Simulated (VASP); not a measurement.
A run of VASP 6.6.1:

Contents of INCAR:

```
  PREC = Accurate
  ENCUT = 520
  EDIFF = 1E-7
  ISMEAR = 0
  SIGMA = 0.02
  LREAL = False
  LASPH = True
  NELM = 60
  ALGO = Normal
  ISIF = 2
  LWAVE = False
  LCHARG = True
  GGA = PS
  LELF = True
  LVHAR = True
  NBANDS = 16
```

Contents of KPOINTS:

```
regular mesh
0
Gamma
  12 12 8
```

File POSCAR:

```
AlN
1.0
    3.1135697640      0.0000000000      0.0000000000
   -1.5567848820      2.6964305121      0.0000000000
    0.0000000000      0.0000000000      4.9831404555
Al N
2 2
Direct
    0.3333333333      0.6666666667     -0.0000054712
    0.6666666667      0.3333333333      0.4999945288
    0.3333333333      0.6666666667      0.3820054712
    0.6666666667      0.3333333333      0.8820054712
```

Potentials or basis: VASP PAW PBE potentials, release 64 (Al, N).

The run is started by

```console
$ cat potpaw_PBE.64/Al/POTCAR potpaw_PBE.64/N/POTCAR > POTCAR
$ mpirun -np 1 vasp_std > vasp.out
```

Hardware: 1 thread of Intel Xeon 8259CL, with other jobs on the host.

Question: How long does it take, and how much memory?

Answer: It took 49 s on 1 thread of Intel Xeon 8259CL (shared host), peak memory 0.19 GiB. Counts: scf iterations 14, k points 95.
